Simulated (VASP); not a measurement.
# BH8C2N (P-1) in VASP: notebook

Runs on BH8C2N. Level: PBE+D3(BJ). Tasks: single point.

All numbers are computed with VASP 6.6.1; they aren't measurements. Logs are shortened: lines on timing, memory, paths and dates and some standing lists are left out, and cuts for length are marked.

## Step 1: The cell of the first run

The typed cell holds 24 atoms: a = 5.792 Å, b = 5.967 Å, c = 6.134 Å, α = 81.16°, β = 82.02°, γ = 66.06°.

## Step 2: Single point, PBE+D3(BJ)

The input, INCAR:

```
  PREC = Accurate
  ENCUT = 520
  EDIFF = 1E-6
  ISMEAR = 0
  SIGMA = 0.02
  LREAL = Auto
  LASPH = True
  NELM = 60
  ALGO = Normal
  ISIF = 2
  LWAVE = False
  LCHARG = False
  GGA = PE
  IVDW = 12
  NBANDS = 42
```

The input, KPOINTS:

```
regular mesh
0
Gamma
  4 4 4
```

The input, POSCAR:

```
BH8C2N
1.0
    5.7914348653     -0.0101755799     -0.0275491351
    2.4306443681      5.4491984153     -0.0443708765
    0.8819765036      0.6877814727      6.0315351813
B H C N
2 16 4 2
Direct
    0.4879952659      0.8695612313      0.8988783820
    0.5120047341      0.1304387687      0.1011216180
    0.6675516677      0.1449051556      0.5220677874
    0.3324483323      0.8550948444      0.4779322126
    0.8687287435      0.0314194847      0.7447327114
    0.1312712565      0.9685805153      0.2552672886
    0.6876233441      0.3544091542      0.6913074943
    0.3123766559      0.6455908458      0.3086925057
    0.2287070299      0.5177661707      0.7729296179
    0.7712929701      0.4822338293      0.2270703821
    0.0775431675      0.3116624700      0.8817813944
    0.9224568325      0.6883375300      0.1182186056
    0.2118324384      0.3082796547      0.6015606582
    0.7881675616      0.6917203453      0.3984393418
    0.2889221029      0.8592425109      0.8724722749
    0.7110778971      0.1407574891      0.1275277251
    0.6717964975      0.7228863972      0.8035926693
    0.3282035025      0.2771136028      0.1964073307
    0.6882191767      0.1701968308      0.6909023717
    0.3117808233      0.8298031692      0.3090976283
    0.2340088261      0.3320471132      0.7705573410
    0.7659911739      0.6679528868      0.2294426590
    0.4774136827      0.1448869105      0.8438498474
    0.5225863173      0.8551130895      0.1561501526
```

Potentials or basis: VASP PAW PBE potentials, release 64 (B, H, C, N).

Run with:

```
$ cat potpaw_PBE.64/B/POTCAR potpaw_PBE.64/H/POTCAR potpaw_PBE.64/C/POTCAR potpaw_PBE.64/N/POTCAR > POTCAR
$ mpirun -np 1 vasp_std > vasp.out
```

OUTCAR:

```text
PREC = Accurate
   ENCUT = 520
   EDIFF = 1E-6
   ISMEAR = 0
   LREAL = Auto
   LASPH = True
   NELM = 60
   ISIF = 2
   GGA = PE
   IVDW = 12
 IVDW          = 12

 ion  position               nearest neighbor table
   1  0.488  0.870  0.899-  17 1.21  15 1.21  23 1.60  24 1.60
   2  0.512  0.130  0.101-  18 1.21  16 1.21  24 1.60  23 1.60
   3  0.668  0.145  0.522-  19 1.10
   4  0.332  0.855  0.478-  20 1.10
   5  0.869  0.031  0.745-  19 1.09
   6  0.131  0.969  0.255-  20 1.09
   7  0.688  0.354  0.691-  19 1.10
   8  0.312  0.646  0.309-  20 1.10
[... 8 lines left out ...]
  17  0.672  0.723  0.804-   1 1.21
  18  0.328  0.277  0.196-   2 1.21
  19  0.688  0.170  0.691-   5 1.09   7 1.10   3 1.10  23 1.48
  20  0.312  0.830  0.309-   6 1.09   8 1.10   4 1.10  24 1.48
  21  0.234  0.332  0.771-  11 1.09   9 1.10  13 1.10  23 1.48
  22  0.766  0.668  0.229-  12 1.09  10 1.10  14 1.10  24 1.48
  23  0.477  0.145  0.844-  21 1.48  19 1.48   1 1.60   2 1.60
  24  0.523  0.855  0.156-  22 1.48  20 1.48   2 1.60   1 1.60

  LATTYP: Found a triclinic cell.
 ALAT       =    11.9506769200
 B/A-ratio  =     0.4846176804
 C/A-ratio  =     1.0914118659
 COS(alpha) =     0.0074325374
 COS(beta)  =     0.6920675770
 COS(gamma) =     0.6953332289

  Lattice vectors:

 A1 = (   8.2702488589,  -6.1573310478,  -6.0422625750)
 A2 = (   5.7914348653,  -0.0101755799,  -0.0275491351)
 A3 = (   0.0481696255, -11.5963538832,  -5.9703425634)

Analysis of symmetry for initial positions (statically):
=====================================================================
 Subroutine PRICEL returns:
 Original cell was already a primitive cell.

 Routine SETGRP: Setting up the symmetry group for a
 triclinic supercell.

 Subroutine GETGRP returns: Found  2 space group operations
 (whereof  2 operations were pure point group operations)
 out of a pool of  2 trial point group operations.

The static configuration has the point symmetry S_2 .

Analysis of symmetry for dynamics (positions and initial velocities):
=====================================================================
 Subroutine PRICEL returns:
 Original cell was already a primitive cell.

 Routine SETGRP: Setting up the symmetry group for a
 triclinic supercell.

 Subroutine GETGRP returns: Found  2 space group operations
 (whereof  2 operations were pure point group operations)
 out of a pool of  2 trial point group operations.

The dynamic configuration has the point symmetry S_2 .

 Subroutine INISYM returns: Found  2 space group operations
 (whereof  2 operations are pure point group operations),
 and found     1 'primitive' translations

----------------------------------------------------------------------------------------

                                     Primitive cell

  volume of cell :     190.7599

  direct lattice vectors                    reciprocal lattice vectors
     5.791434865 -0.010175580 -0.027549135     0.172455231 -0.077058376 -0.016430666
     2.430644368  5.449198415 -0.044370877     0.000222408  0.183243614 -0.020927959
     0.881976504  0.687781473  6.031535181     0.000789328  0.000996063  0.165566266

  length of vectors
     5.791509328  5.966888987  6.134357550     0.189601600  0.184434951  0.165571144

  position of ions in fractional coordinates (direct lattice)
     0.487995266  0.869561231  0.898878382
     0.512004734  0.130438769  0.101121618
     0.667551668  0.144905156  0.522067787
     0.332448332  0.855094844  0.477932213
     0.868728744  0.031419485  0.744732711
     0.131271256  0.968580515  0.255267289
[... 16 lines left out ...]
     0.477413683  0.144886910  0.843849847
     0.522586317  0.855113090  0.156150153

  ion indices of the primitive-cell ions
   primitive index   ion index
                 1           1
                 2           2
                 3           3
                 4           4
                 5           5
                 6           6
[... 16 lines left out ...]
                23          23
                24          24

----------------------------------------------------------------------------------------

 KPOINTS: regular mesh

Automatic generation of k-mesh.
 Grid dimensions read from file:
 generate k-points for:    4    4    4

 Generating k-lattice:

  Cartesian coordinates                     Fractional coordinates (reciprocal lattice)
     0.043113808 -0.019264594 -0.004107666     0.250000000  0.000000000  0.000000000
     0.000055602  0.045810904 -0.005231990    -0.000000000  0.250000000  0.000000000
     0.000197332  0.000249016  0.041391566     0.000000000  0.000000000  0.250000000

  Length of vectors
     0.047400400  0.046108738  0.041392786

  Shift w.r.t. Gamma in fractional coordinates (k-lattice)
     0.000000000  0.000000000  0.000000000

 Subroutine IBZKPT returns following result:
 ===========================================

 Found     36 irreducible k-points:

 Following reciprocal coordinates:
            Coordinates               Weight
  0.000000  0.000000  0.000000      1.000000
  0.250000 -0.000000 -0.000000      2.000000
  0.500000 -0.000000 -0.000000      1.000000
 -0.000000  0.250000  0.000000      2.000000
  0.250000  0.250000 -0.000000      2.000000
  0.500000  0.250000  0.000000      2.000000
[... 16 lines left out ...]
  0.000000 -0.250000  0.250000      2.000000
  0.250000 -0.250000  0.250000      2.000000
 [... further k-points ...]
   k-points           NKPTS =     36   k-points in BZ     NKDIM =     36   number of bands    NBANDS=     42
   number of dos      NEDOS =    301   number of ions     NIONS =     24
   total plane-waves  NPLWV = 110592
   dimension x,y,z NGX =    48 NGY =   48 NGZ =   48
   dimension x,y,z NGXF=    96 NGYF=   96 NGZF=   96
   ions per type =               2  16   4   2
   NGX,Y,Z   is equivalent  to a cutoff of  13.78, 13.37, 13.01 a.u.
   NGXF,Y,Z  is equivalent  to a cutoff of  27.56, 26.75, 26.02 a.u.
 SYSTEM =  unknown system
   PREC   = accura    normal or accurate (medium, high low for compatibility)
   ISTART =      0    job   : 0-new  1-cont  2-samecut
   ICHARG =      2    charge: 1-file 2-atom 10-const
   ISPIN  =      1    spin polarized calculation?
   LNONCOLLINEAR =      F non collinear calculations
   LSORBIT =      F    spin-orbit coupling
   LASPH  =      T    aspherical Exc in radial PAW
   ENCUT  =  520.0 eV  38.22 Ry    6.18 a.u.  10.77 11.09 11.41*2*pi/ulx,y,z
   NELM   =     60;   NELMIN=  2; NELMDL= -5     # of ELM steps
   EDIFF  = 0.1E-05   stopping-criterion for ELM
   LREAL  =      T    real-space projection
   EDIFFG = 0.1E-04   stopping-criterion for IOM
   NSW    =      0    number of steps for IOM
   IBRION =     -1    ionic relax: 0-MD 1-quasi-New 2-CG
   NFREE  =      0    steps in history (QN), initial steepest desc. (CG)
   ISIF   =      2    stress and relaxation
   ISYM   =      2    0-nonsym 1-usesym 2-fastsym
   POTIM  = 0.5000    time-step for ionic-motion
   TEBEG  =    0.0;   TEEND  =   0.0 temperature during run
   PSTRESS=    0.0 pullay stress
   NELECT =      48.0000    total number of electrons
   NUPDOWN=      -1.0000    fix difference up-down
   EMIN   =  10.00;   EMAX   =-10.00  energy-range for DOS
   EFERMI =   0.00;   METHOD = LEGACY
   ISMEAR =     0;   SIGMA  =   0.02  broadening in eV -4-tet -1-fermi 0-gaus
   EFERMI_NEDOS =   21; number of points for ismear=-14 and -15
   IALGO  =     38    algorithm
   IMIX   =      4    mixing-type and parameters
     AMIX     =   0.40;   BMIX     =  1.00
     AMIX_MAG =   1.60;   BMIX_MAG =  1.00
  volume/ion in A,a.u.               =       7.95        53.64
  Fermi-wavevector in a.u.,A,eV,Ry     =   1.033537  1.953102 14.533736  1.068199
  Thomas-Fermi vector in A             =   2.167789
   LORBIT       =      0    0 simple, 1 ext, 2 COOP (PROOUT), +10 PAW based schemes
   GGA     = PE    functional components
   LHFCALC =     F    Hartree Fock is set to
   AEXX    =    0.0000 exact exchange contribution
   IVDW    =    12    specifies the selected vdW correction
   LEPSILON=     F    determine dielectric tensor
   LRPA    =     F    only Hartree local field effects (RPA)
 non-spin polarized calculation
 Gauss-broadening in eV      SIGMA  =   0.02
  energy-cutoff  :      520.00
  volume of cell :      190.76
 maximum number of plane-waves:      5156
 NGX is ok and might be reduce to    48
   NGX = 21   NGY = 23   NGZ = 23

 number of electron      48.0000003 magnetization

 Free energy of the ion-electron system (eV)
  ---------------------------------------------------
  ext. energy  EPLUGINS =         0.00000000
  ---------------------------------------------------
  free energy    TOTEN  =      -125.99066181 eV

  energy without entropy =     -125.99066181  energy(sigma->0) =     -125.99066181

 E-fermi :  -1.4202     XC(G=0):  -7.8461

 val. band max:       -1.5060690954   @ k =   0.0000   0.0000   0.0000
 cond. band min:       3.8809714353   @ k =   0.2500   0.5000   0.5000
 fundamental gap:      5.3870405307
 Fermi energy:        -1.4201576712

 k-point     1 :       0.0000    0.0000    0.0000
  band No.  band energies     occupation
      1     -19.2589      2.00000
      2     -18.2905      2.00000
      3     -13.2633      2.00000
      4     -13.0891      2.00000
      5     -12.6031      2.00000
      6     -10.7912      2.00000
[... 28 lines left out ...]
     35       7.6247      0.00000
     36       8.0004      0.00000

 k-point     2 :       0.2500   -0.0000   -0.0000
  band No.  band energies     occupation
      1     -19.2507      2.00000
      2     -18.2895      2.00000
      3     -13.4094      2.00000
      4     -13.0980      2.00000
      5     -12.5227      2.00000
      6     -10.7826      2.00000
[... 28 lines left out ...]
     35       7.8266      0.00000
     36       8.1982      0.00000

 k-point     3 :       0.5000   -0.0000   -0.0000
  band No.  band energies     occupation
      1     -19.2425      2.00000
      2     -18.2886      2.00000
      3     -13.5262      2.00000
      4     -13.1102      2.00000
      5     -12.4661      2.00000
      6     -10.7736      2.00000
[... 28 lines left out ...]
     35       7.5668      0.00000
     36       8.2135      0.00000

 k-point     4 :      -0.0000    0.2500    0.0000
  band No.  band energies     occupation
      1     -19.2494      2.00000
      2     -18.3012      2.00000
      3     -13.2830      2.00000
      4     -13.0903      2.00000
      5     -12.5315      2.00000
      6     -10.9362      2.00000
[... 28 lines left out ...]
     35       7.9624      0.00000
     36       8.3246      0.00000

 k-point     5 :       0.2500    0.2500   -0.0000
  band No.  band energies     occupation
      1     -19.2479      2.00000
      2     -18.2944      2.00000
      3     -13.3202      2.00000
      4     -13.1629      2.00000
      5     -12.5011      2.00000
      6     -10.8449      2.00000
[... 655 lines left out ...]
 k-point    22 :      -0.2500    0.5000    0.2500
  band No.  band energies     occupation
      1     -19.2343      2.00000
      2     -18.3083      2.00000
      3     -13.3703      2.00000
      4     -13.1181      2.00000
      5     -12.4696      2.00000
      6     -10.9541      2.00000
[... 28 lines left out ...]
     35       8.1026      0.00000
     36       8.3725      0.00000

 k-point    23 :       0.0000   -0.2500    0.2500
  band No.  band energies     occupation
      1     -19.2390      2.00000
      2     -18.3164      2.00000
      3     -13.2677      2.00000
      4     -13.1033      2.00000
      5     -12.4416      2.00000
      6     -11.1063      2.00000
[... 28 lines left out ...]
     35       7.8439      0.00000
     36       8.5337      0.00000

 k-point    24 :       0.2500   -0.2500    0.2500
  band No.  band energies     occupation
      1     -19.2328      2.00000
      2     -18.3120      2.00000
      3     -13.3553      2.00000
      4     -13.1683      2.00000
      5     -12.4191      2.00000
      6     -10.9898      2.00000
[... 28 lines left out ...]
     35       8.2074      0.00000
     36       8.5216      0.00000

 [... further k-points ...]

 [bands above 36 left out]

------------------------ aborting loop because EDIFF is reached ----------------------------------------

 Edisp (eV)   -1.36262

 E8    (eV) :    -0.3191

  FORCE on cell =-STRESS in cart. coord.  units (eV):
  Direction    XX          YY          ZZ          XY          YZ          ZX
  --------------------------------------------------------------------------------------
  -------------------------------------------------------------------------------------
  Total      -0.04945    -0.12030    -0.10440    -0.03583    -0.01260    -0.01646
  in kB      -0.41536    -1.01036    -0.87686    -0.30092    -0.10584    -0.13825
  external pressure =       -0.77 kB  Pullay stress =        0.00 kB

 VOLUME and BASIS-vectors are now :
 -----------------------------------------------------------------------------
  energy-cutoff  :      520.00
  volume of cell :      190.76
      direct lattice vectors                 reciprocal lattice vectors
     5.791434865 -0.010175580 -0.027549135     0.172455231 -0.077058376 -0.016430666
     2.430644368  5.449198415 -0.044370877     0.000222408  0.183243614 -0.020927959
     0.881976504  0.687781473  6.031535181     0.000789328  0.000996063  0.165566266

 POSITION                                       TOTAL-FORCE (eV/Angst)
 -----------------------------------------------------------------------------------
      5.73258      5.35168      5.36959         0.001099      0.000248     -0.000038
      3.37148      0.77513      0.59003        -0.001099     -0.000248      0.000038
      4.67875      1.14189      3.12405        -0.005145     -0.005116     -0.021928
      4.42531      4.98491      2.83556         0.005145      0.005116      0.021928
      5.76439      0.67458      4.46655         0.017329     -0.013305      0.003886
      3.33966      5.45222      1.49306        -0.017329      0.013305     -0.003886
[... 16 lines left out ...]
      3.86133      1.36504      5.07013        -0.002591     -0.020240      0.024082
      5.24272      4.76176      0.88949         0.002591      0.020240     -0.024082
 -----------------------------------------------------------------------------------
    total drift:                                0.000000     -0.000000      0.000000

  FREE ENERGIE OF THE ION-ELECTRON SYSTEM (eV)
  ---------------------------------------------------
  free  energy   TOTEN  =      -127.3532860869 eV

  energy  without entropy=     -127.3532860869  energy(sigma->0) =     -127.35328609
```

Run time: 13 min. Hardware: 1 thread of Intel Xeon 8259CL, shared host; peak memory 0.43 GiB.

What came out:

- Free energy: -127.3533 eV
- Pressure: -0.1 GPa
- Largest force: 0.032 eV/Å
- Band gap on the k mesh: 5.39 eV (least direct gap 5.76 eV)
- Dispersion energy per atom: -0.057 eV

Forces on the atoms (eV/Å):
```
B    0.001  0.000  0.000
B   -0.001  0.000  0.000
H   -0.005 -0.005 -0.022
H    0.005  0.005  0.022
H    0.017 -0.013  0.004
H   -0.017  0.013 -0.004
H    0.011  0.020 -0.002
H   -0.011 -0.020  0.002
H    0.007  0.021 -0.001
H   -0.007 -0.021  0.001
H   -0.019  0.002  0.012
H    0.019 -0.002 -0.012
H   -0.008 -0.003 -0.021
H    0.008  0.003  0.021
H   -0.009  0.000 -0.001
H    0.009  0.000  0.001
H    0.004 -0.006 -0.004
H   -0.004  0.006  0.004
C    0.016 -0.007 -0.008
C   -0.016  0.007  0.008
C   -0.019  0.006  0.006
C    0.019 -0.006 -0.006
N   -0.003 -0.020  0.024
N    0.003  0.020 -0.024
```

(Continued in part 2 of 2.)
